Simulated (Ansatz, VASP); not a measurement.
## One calculation of Ge, two programs

```xyz
1
Lattice="0.0000 2.1162 2.1162 2.1162 0.0000 2.1162 2.1162 2.1162 0.0000" Properties=species:S:1:pos:R:3 pbc="T T T"
Ge    0.0000    0.0000    0.0000
```

Alike in both runs: functional r2SCAN; k mesh 13 × 13 × 13; occupations fermi-dirac, width 0.1 eV; no spin polarisation.

Ansatz relaxed the structure, and its values are those at the end. VASP's run is a single point on that final structure, the one shown.

```csv
,VASP,Ansatz
version,VASP 6.6.1,Ansatz 0.2.0
potentials or method,"VASP PAW PBE potentials, release 64 (Ge_d), cutoff 520 eV","plane waves (500 eV) with PAW, scalar-relativistic"
valence electrons in the cell,14,14
```

```tsv
	VASP	Ansatz	Ansatz less VASP
pressure (GPa)	-0.2	0.0	+0.16
```

VASP's potentials were made for PBE, not for r2SCAN.
